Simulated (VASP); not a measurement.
# AlGa3As4 (P-4m2) in VASP: single point with PBE

Aim: the single point of AlGa3As4 with PBE.

Program: VASP 6.6.1. These are calculated values, not measurements. Logs are shortened: lines on timing, memory, paths and dates and some standing lists are left out, and cuts for length are marked.

### Step 1. The cell of the first run

Symmetry: P-4m2, No. 115, tetragonal system. Conventional cell: a = 4.061 Å, b = 4.061 Å, c = 11.476 Å, α = 90.00°, β = 90.00°, γ = 90.00°. Al (site symmetry -4m2) has 4 As at 2.48 Å within 3.3 Å. Ga (site symmetry 2mm) has 4 As at 2.49 Å within 3.3 Å. Within 3.3 Å of Ga (site symmetry -4m2) lie 4 As at 2.49 Å. As (site symmetry 2mm) has 2 Al at 2.48 Å and 2 Ga at 2.49 Å within 3.3 Å. Within 3.3 Å of As (site symmetry 2mm) lie 4 Ga at 2.49 Å.

### Step 2. Single point, PBE

The input, INCAR:

```
ALGO = Normal
EDIFF = 1E-7
ENCUT = 520
GGA = PE
ISIF = 2
ISMEAR = 0
LASPH = True
LCHARG = True
LELF = True
LREAL = False
LVHAR = True
LWAVE = False
NBANDS = 41
NELM = 100
PREC = Accurate
SIGMA = 0.02
```

The input, KPOINTS:

```
k-points
0
Gamma
  10 10 4
```

The input, POSCAR:

```
AlGa3As4
1.0
    4.0609788529      0.0000000000      0.0000000000
    0.0000000000      4.0609788529      0.0000000000
    0.0000000000      0.0000000000     11.4756665477
Al Ga As
1 3 4
Direct
    0.0000000000      0.0000000000      0.0000000000
    0.5000000000      0.5000000000      0.2497492306
    0.0000000000      0.0000000000      0.5000000000
    0.5000000000      0.5000000000      0.7502507694
    0.5000000000      0.0000000000      0.1241003174
    0.0000000000      0.5000000000      0.3748952177
    0.5000000000      0.0000000000      0.6251047823
    0.0000000000      0.5000000000      0.8758996826
```

Potentials or basis: VASP PAW PBE potentials, release 64 (Al, Ga_d, As).

Launch:

```console
cat potpaw_PBE.64/Al/POTCAR potpaw_PBE.64/Ga_d/POTCAR potpaw_PBE.64/As/POTCAR > POTCAR
mpirun -np 1 vasp_std > vasp.out
```

OUTCAR:

```text
EDIFF = 1E-7
   ENCUT = 520
   GGA = PE
   ISIF = 2
   ISMEAR = 0
   LASPH = True
   LREAL = False
   NELM = 100
   PREC = Accurate

 ion  position               nearest neighbor table
   1  0.000  0.000  0.000-   5 2.48   8 2.48   8 2.48   5 2.48
   2  0.500  0.500  0.250-   6 2.49   6 2.49   5 2.49   5 2.49
   3  0.000  0.000  0.500-   6 2.49   7 2.49   6 2.49   7 2.49
   4  0.500  0.500  0.750-   7 2.49   7 2.49   8 2.49   8 2.49
   5  0.500  0.000  0.124-   1 2.48   1 2.48   2 2.49   2 2.49
   6  0.000  0.500  0.375-   3 2.49   3 2.49   2 2.49   2 2.49
   7  0.500  0.000  0.625-   3 2.49   3 2.49   4 2.49   4 2.49
   8  0.000  0.500  0.876-   1 2.48   1 2.48   4 2.49   4 2.49

  LATTYP: Found a simple tetragonal cell.
 ALAT       =     4.0609788529
 C/A-ratio  =     2.8258375538

  Lattice vectors:

 A1 = (   4.0609788529,   0.0000000000,   0.0000000000)
 A2 = (   0.0000000000,   4.0609788529,   0.0000000000)
 A3 = (   0.0000000000,   0.0000000000,  11.4756665477)

Analysis of symmetry for initial positions (statically):
=====================================================================
 Subroutine PRICEL returns:
 Original cell was already a primitive cell.

 Routine SETGRP: Setting up the symmetry group for a
 simple tetragonal supercell.

 Subroutine GETGRP returns: Found  8 space group operations
 (whereof  8 operations were pure point group operations)
 out of a pool of 16 trial point group operations.

The static configuration has the point symmetry D_2d.

Analysis of symmetry for dynamics (positions and initial velocities):
=====================================================================
 Subroutine PRICEL returns:
 Original cell was already a primitive cell.

 Routine SETGRP: Setting up the symmetry group for a
 simple tetragonal supercell.

 Subroutine GETGRP returns: Found  8 space group operations
 (whereof  8 operations were pure point group operations)
 out of a pool of 16 trial point group operations.

The dynamic configuration has the point symmetry D_2d.

 Subroutine INISYM returns: Found  8 space group operations
 (whereof  8 operations are pure point group operations),
 and found     1 'primitive' translations

----------------------------------------------------------------------------------------

                                     Primitive cell

  volume of cell :     189.2515

  direct lattice vectors                    reciprocal lattice vectors
     4.060978853  0.000000000  0.000000000     0.246246050  0.000000000  0.000000000
     0.000000000  4.060978853  0.000000000     0.000000000  0.246246050  0.000000000
     0.000000000  0.000000000 11.475666548     0.000000000  0.000000000  0.087140908

  length of vectors
     4.060978853  4.060978853 11.475666548     0.246246050  0.246246050  0.087140908

  position of ions in fractional coordinates (direct lattice)
     0.000000000  0.000000000  0.000000000
     0.500000000  0.500000000  0.249749231
     0.000000000  0.000000000  0.500000000
     0.500000000  0.500000000  0.750250769
     0.500000000  0.000000000  0.124100317
     0.000000000  0.500000000  0.374895218
     0.500000000  0.000000000  0.625104782
     0.000000000  0.500000000  0.875899683

  ion indices of the primitive-cell ions
   primitive index   ion index
                 1           1
                 2           2
                 3           3
                 4           4
                 5           5
                 6           6
                 7           7
                 8           8

----------------------------------------------------------------------------------------

 KPOINTS: k-points

Automatic generation of k-mesh.
 Grid dimensions read from file:
 generate k-points for:   10   10    4

 Generating k-lattice:

  Cartesian coordinates                     Fractional coordinates (reciprocal lattice)
     0.024624605  0.000000000  0.000000000     0.100000000  0.000000000  0.000000000
     0.000000000  0.024624605  0.000000000     0.000000000  0.100000000  0.000000000
     0.000000000  0.000000000  0.021785227     0.000000000  0.000000000  0.250000000

  Length of vectors
     0.024624605  0.024624605  0.021785227

  Shift w.r.t. Gamma in fractional coordinates (k-lattice)
     0.000000000  0.000000000  0.000000000

 Subroutine IBZKPT returns following result:
 ===========================================

 Found     63 irreducible k-points:

 Following reciprocal coordinates:
            Coordinates               Weight
  0.000000  0.000000  0.000000      1.000000
  0.100000  0.000000  0.000000      4.000000
  0.200000  0.000000  0.000000      4.000000
  0.300000  0.000000  0.000000      4.000000
  0.400000  0.000000  0.000000      4.000000
  0.500000  0.000000  0.000000      2.000000
[... 16 lines left out ...]
  0.100000  0.000000  0.250000      8.000000
  0.200000  0.000000  0.250000      8.000000
 [... further k-points ...]
   k-points           NKPTS =     63   k-points in BZ     NKDIM =     63   number of bands    NBANDS=     41
   number of dos      NEDOS =    301   number of ions     NIONS =      8
   total plane-waves  NPLWV =  81000
   dimension x,y,z NGX =    30 NGY =   30 NGZ =   90
   dimension x,y,z NGXF=    60 NGYF=   60 NGZF=  180
   ions per type =               1   3   4
   NGX,Y,Z   is equivalent  to a cutoff of  12.28, 12.28, 13.04 a.u.
   NGXF,Y,Z  is equivalent  to a cutoff of  24.56, 24.56, 26.08 a.u.
 SYSTEM =  unknown system
   PREC   = accura    normal or accurate (medium, high low for compatibility)
   ISTART =      0    job   : 0-new  1-cont  2-samecut
   ICHARG =      2    charge: 1-file 2-atom 10-const
   ISPIN  =      1    spin polarized calculation?
   LNONCOLLINEAR =      F non collinear calculations
   LSORBIT =      F    spin-orbit coupling
   LASPH  =      T    aspherical Exc in radial PAW
   ENCUT  =  520.0 eV  38.22 Ry    6.18 a.u.   7.55  7.55 21.34*2*pi/ulx,y,z
   NELM   =    100;   NELMIN=  2; NELMDL= -5     # of ELM steps
   EDIFF  = 0.1E-06   stopping-criterion for ELM
   LREAL  =      F    real-space projection
   EDIFFG = 0.1E-05   stopping-criterion for IOM
   NSW    =      0    number of steps for IOM
   IBRION =     -1    ionic relax: 0-MD 1-quasi-New 2-CG
   NFREE  =      0    steps in history (QN), initial steepest desc. (CG)
   ISIF   =      2    stress and relaxation
   ISYM   =      2    0-nonsym 1-usesym 2-fastsym
   POTIM  = 0.5000    time-step for ionic-motion
   TEBEG  =    0.0;   TEEND  =   0.0 temperature during run
   PSTRESS=    0.0 pullay stress
   NELECT =      62.0000    total number of electrons
   NUPDOWN=      -1.0000    fix difference up-down
   EMIN   =  10.00;   EMAX   =-10.00  energy-range for DOS
   EFERMI =   0.00;   METHOD = LEGACY
   ISMEAR =     0;   SIGMA  =   0.02  broadening in eV -4-tet -1-fermi 0-gaus
   EFERMI_NEDOS =   21; number of points for ismear=-14 and -15
   IALGO  =     38    algorithm
   IMIX   =      4    mixing-type and parameters
     AMIX     =   0.40;   BMIX     =  1.00
     AMIX_MAG =   1.60;   BMIX_MAG =  1.00
  volume/ion in A,a.u.               =      23.66       159.64
  Fermi-wavevector in a.u.,A,eV,Ry     =   1.128562  2.132674 17.329104  1.273653
  Thomas-Fermi vector in A             =   2.265253
   LORBIT       =      0    0 simple, 1 ext, 2 COOP (PROOUT), +10 PAW based schemes
   GGA     = PE    functional components
   LHFCALC =     F    Hartree Fock is set to
   AEXX    =    0.0000 exact exchange contribution
   IVDW    =     0    specifies the selected vdW correction
   LEPSILON=     F    determine dielectric tensor
   LRPA    =     F    only Hartree local field effects (RPA)
 non-spin polarized calculation
 Gauss-broadening in eV      SIGMA  =   0.02
  energy-cutoff  :      520.00
  volume of cell :      189.25
 maximum number of plane-waves:      5129
   NGX = 15   NGY = 15   NGZ = 43

 number of electron      62.0000075 magnetization

 Free energy of the ion-electron system (eV)
  ---------------------------------------------------
  ext. energy  EPLUGINS =         0.00000000
  ---------------------------------------------------
  free energy    TOTEN  =       -34.20181271 eV

  energy without entropy =      -34.20181271  energy(sigma->0) =      -34.20181271

 E-fermi :   3.6287     XC(G=0):  -9.2564

 val. band max:        3.5147317298   @ k =   0.0000   0.0000   0.0000
 cond. band min:       4.0407775584   @ k =   0.0000   0.0000   0.0000
 fundamental gap:      0.5260458286
 Fermi energy:         3.6287114459

 k-point     1 :       0.0000    0.0000    0.0000
  band No.  band energies     occupation
      1     -11.1994      2.00000
      2     -11.1758      2.00000
      3     -11.1321      2.00000
      4     -11.1138      2.00000
      5     -11.1138      2.00000
      6     -11.1053      2.00000
[... 33 lines left out ...]
     40       7.3519      0.00000
     41       7.3519      0.00000

 k-point     2 :       0.1000    0.0000    0.0000
  band No.  band energies     occupation
      1     -11.1978      2.00000
      2     -11.1749      2.00000
      3     -11.1321      2.00000
      4     -11.1177      2.00000
      5     -11.1132      2.00000
      6     -11.1065      2.00000
[... 33 lines left out ...]
     40       7.4211      0.00000
     41       7.6754      0.00000

 k-point     3 :       0.2000    0.0000    0.0000
  band No.  band energies     occupation
      1     -11.1940      2.00000
      2     -11.1735      2.00000
      3     -11.1351      2.00000
      4     -11.1263      2.00000
      5     -11.1112      2.00000
      6     -11.1073      2.00000
[... 33 lines left out ...]
     40       7.7001      0.00000
     41       8.4926      0.00000

 k-point     4 :       0.3000    0.0000    0.0000
  band No.  band energies     occupation
      1     -11.1899      2.00000
      2     -11.1742      2.00000
      3     -11.1451      2.00000
      4     -11.1317      2.00000
      5     -11.1084      2.00000
      6     -11.1056      2.00000
[... 825 lines left out ...]
     40       7.5931      0.00000
     41       7.5931      0.00000

 k-point    23 :       0.1000    0.0000    0.2500
  band No.  band energies     occupation
      1     -11.1982      2.00000
      2     -11.1741      2.00000
      3     -11.1327      2.00000
      4     -11.1177      2.00000
      5     -11.1132      2.00000
      6     -11.1064      2.00000
[... 33 lines left out ...]
     40       7.6367      0.00000
     41       7.6694      0.00000

 k-point    24 :       0.2000    0.0000    0.2500
  band No.  band energies     occupation
      1     -11.1943      2.00000
      2     -11.1728      2.00000
      3     -11.1357      2.00000
      4     -11.1262      2.00000
      5     -11.1113      2.00000
      6     -11.1073      2.00000
[... 33 lines left out ...]
     40       7.8887      0.00000
     41       8.4536      0.00000

 [... further k-points ...]
[... 5 lines left out ...]
  --------------------------------------------------------------------------------------
  -------------------------------------------------------------------------------------
  Total        0.1927685      0.1927685      0.1977280      0.0000000      0.0000000     -0.0000000
  in kB        1.6319516      1.6319516      1.6739384      0.0000000      0.0000000     -0.0000000
  external PRESSURE =       1.6459472 kB  Pullay stress =       0.0000000 kB

 VOLUME and BASIS-vectors are now :
 -----------------------------------------------------------------------------
  energy-cutoff  :      520.00
  volume of cell :      189.25
      direct lattice vectors                 reciprocal lattice vectors
     4.060978853  0.000000000  0.000000000     0.246246050  0.000000000  0.000000000
     0.000000000  4.060978853  0.000000000     0.000000000  0.246246050  0.000000000
     0.000000000  0.000000000 11.475666548     0.000000000  0.000000000  0.087140908

 POSITION                                       TOTAL-FORCE (eV/Angst)
 -----------------------------------------------------------------------------------
      0.00000      0.00000      0.00000        -0.000000      0.000000      0.000000
      2.03049      2.03049      2.86604        -0.000000     -0.000000      0.000451
      0.00000      0.00000      5.73783        -0.000000      0.000000      0.000000
      2.03049      2.03049      8.60963         0.000000      0.000000     -0.000451
      2.03049      0.00000      1.42413        -0.000000      0.000000     -0.004710
      0.00000      2.03049      4.30217        -0.000000      0.000000      0.000083
      2.03049      0.00000      7.17349        -0.000000      0.000000     -0.000083
      0.00000      2.03049     10.05153        -0.000000      0.000000      0.004710
 -----------------------------------------------------------------------------------
    total drift:                                0.000000      0.000000     -0.000000

  FREE ENERGIE OF THE ION-ELECTRON SYSTEM (eV)
  ---------------------------------------------------
  free  energy   TOTEN  =       -34.2018127137 eV

  energy  without entropy=      -34.2018127137  energy(sigma->0) =      -34.20181271
```

It used 1200 s of CPU time on 1 thread of AMD EPYC 7R13 Processor (Zen 3), on a shared host.

What came out:

- Free energy: -34.2018 eV
- Pressure: 0.2 GPa
- Largest force: 0.005 eV/Å
- Band gap on the k mesh: 0.53 eV, direct

Forces in eV/Å, atoms in the order of the input:
```
Al   0.000  0.000  0.000
Ga   0.000  0.000  0.000
Ga   0.000  0.000  0.000
Ga   0.000  0.000  0.000
As   0.000  0.000 -0.005
As   0.000  0.000  0.000
As   0.000  0.000  0.000
As   0.000  0.000  0.005
```

Levels at points of the mesh, in eV from the valence-band top:
| k point | band 27 | band 28 | band 29 | band 30 | band 31 | band 32 | band 33 | band 34 | band 35 | band 36 |
| --- | --- | --- | --- | --- | --- | --- | --- | --- | --- | --- |
| (0.00, 0.00, 0.00) | -1.46 | -1.46 | -0.02 | 0.00 | 0.00 | 0.53 | 1.53 | 1.81 | 2.05 | 2.31 |
| (0.50, 0.00, 0.00) | -1.06 | -1.02 | -1.00 | -0.98 | -0.97 | 0.92 | 1.33 | 2.72 | 2.92 | 4.53 |
| (0.50, 0.50, 0.00) | -3.02 | -2.41 | -2.41 | -2.41 | -2.40 | 1.53 | 1.53 | 1.58 | 2.04 | 4.50 |
| (0.00, 0.00, 0.50) | -1.66 | -0.65 | -0.65 | -0.50 | -0.50 | 1.46 | 1.67 | 2.12 | 2.28 | 2.39 |
| (0.50, 0.00, 0.50) | -1.98 | -1.14 | -1.03 | -1.00 | -1.00 | 1.98 | 2.05 | 2.08 | 2.64 | 4.34 |
| (0.50, 0.50, 0.50) | -2.83 | -2.76 | -2.76 | -2.74 | -2.74 | 2.44 | 2.44 | 2.54 | 2.70 | 2.70 |
